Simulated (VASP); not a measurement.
The system is FePt (Tetraferroplatinum).

```xyz
2
Lattice="2.7235 0.0000 0.0000 0.0000 2.7235 0.0000 0.0000 0.0000 3.7200" Properties=species:S:1:pos:R:3 pbc="T T T"
Pt    1.3618    1.3618    1.8600
Fe    0.0000    0.0000    0.0000
```

```yaml
Program: VASP 6.6.1
Task: relaxation of cell and atoms
Functional: revPBE
Dispersion: D3(BJ)
Potentials_or_basis: VASP PAW PBE potentials, release 64 (Pt, Fe)
Cutoff: 600 eV
k_mesh: 10 × 10 × 7
Occupations: fermi-dirac, width 0.05 eV
Spin: collinear spin, ferromagnetic start
Starting_moments: "[0.0, 3.0] μB"
```

At the start: pressure -5.8 GPa; volume 13.80 Å³/atom.

Question: How do energy, volume and symmetry change on relaxing?

Answer: Over 8 steps the energy falls by 7.0 meV/atom and the volume is 13.43 Å³/atom (-2.7 %); space group P4/mmm (No. 123, to 0.05 Å); moment 3.25 μB per cell.

The path:
```csv
step,energy change (eV),largest force (eV/Å),pressure (GPa),volume (Å³)
1,0.0000,0.0000,-5.79,27.59
2,0.0283,0.0000,11.96,25.65
3,-0.0140,0.0000,-0.06,26.85
4,-0.0140,0.0000,0.13,26.84
5,-0.0140,0.0000,-0.22,26.88
6,-0.0140,0.0000,-0.07,26.86
7,-0.0140,0.0000,-0.25,26.86
8,-0.0140,0.0000,-0.02,26.86
```

Final structure:
```cif
data_structure
_symmetry_space_group_name_H-M 'P 1'
_symmetry_Int_Tables_number 1
_cell_length_a 2.6980
_cell_length_b 2.6980
_cell_length_c 3.6901
_cell_angle_alpha 90.000
_cell_angle_beta 90.000
_cell_angle_gamma 90.000
_cell_volume 26.86
loop_
_atom_site_label
_atom_site_type_symbol
_atom_site_fract_x
_atom_site_fract_y
_atom_site_fract_z
_atom_site_occupancy
Pt1 Pt 0.50000 0.50000 0.50000 1
Fe1 Fe 0.00000 0.00000 0.00000 1
```

Caveat: the PAW data sets were made with another functional, which shifts forces and pressure a little; pairwise dispersion overbinds metals, which lowers pressure and volume.
